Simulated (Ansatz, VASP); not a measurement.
# CsPbI2Br: VASP beside Ansatz

File INCAR:

```
PREC = Accurate
ENCUT = 520
EDIFF = 1E-7
ISMEAR = 0
SIGMA = 0.05
LREAL = F
LASPH = T
NELM = 80
ALGO = Normal
ISIF = 2
LWAVE = F
LCHARG = T
GGA = PE
LELF = T
LVHAR = T
NBANDS = 30
```

The input KPOINTS:

```
Automatic mesh
0
Gamma
  4 4 6
```

File POSCAR:

```
CsPbI2Br
1.0
    6.3752960000      0.0478147200      0.0000000000
    0.0478147200      6.3752960000      0.0000000000
    0.0000000000      0.0000000000      5.9622200000
Cs Pb I Br
1 1 2 1
Direct
    0.5000000000      0.5000000000      0.5000000000
    0.0000000000      0.0000000000      0.0000000000
    0.0000000000      0.5000000000      0.0000000000
    0.5000000000      0.0000000000      0.0000000000
    0.0000000000      0.0000000000      0.5000000000
```

Input for Ansatz:

```yaml
crystal:
  lattice:
    - [6.375296, 0.04781472, 0.0]
    - [0.04781472, 6.375296, 0.0]
    - [0.0, 0.0, 5.96222]
  atoms:
    - { symbol: Cs, position: [0.5, 0.5, 0.5] }
    - { symbol: Pb, position: [0.0, 0.0, 0.0] }
    - { symbol: I, position: [0.0, 0.5, 0.0] }
    - { symbol: I, position: [0.5, 0.0, 0.0] }
    - { symbol: Br, position: [0.0, 0.0, 0.5] }
basis:
  ecutwfc: 420
kpoints:
  mp_grid: { grid: [4, 4, 6] }
hamiltonian:
  xc: pbe
scf:
  occupations: { method: gaussian, width: 0.05 }
output:
  forces: true
  stress: true
  eigenvalues: true
```

Change from the starting cell: strain +0.0150 x Voigt [0, 0, 0, 0, 0, 1], atoms carried along.

Alike in both runs: task single point; functional PBE; k mesh 4 × 4 × 6; occupations gaussian, width 0.05 eV; no spin polarisation.

```csv
,VASP,Ansatz
version,VASP 6.6.1,Ansatz 0.2.0
potentials or method,"VASP PAW PBE potentials, release 64 (Cs_sv, Pb_d, I, Br), cutoff 520 eV","scalar-relativistic, plane waves, PAW"
valence electrons in the cell,44,64
```

Ansatz gave:

```
gap on the k mesh at the Fermi level (eV)                     : 1.45
least direct gap on the mesh (eV)                             : 1.45
pressure (GPa)                                                : 0.3
traceless stress, the component that is largest in VASP (GPa) : -0.13
```

**Question.** Which values does VASP return?

**Answer.** gap on the k mesh at the Fermi level (eV): 1.45; least direct gap on the mesh (eV): 1.45; pressure (GPa): 0.3; traceless stress, the component that is largest in VASP (GPa): -0.12.

The functional is the same, so the differences come from potentials, cutoffs and numerics. VASP's potentials hold 44 valence electrons a cell and Ansatz's 64, so a difference there can come from the potentials and not from the codes.

Spin-orbit coupling is off throughout.
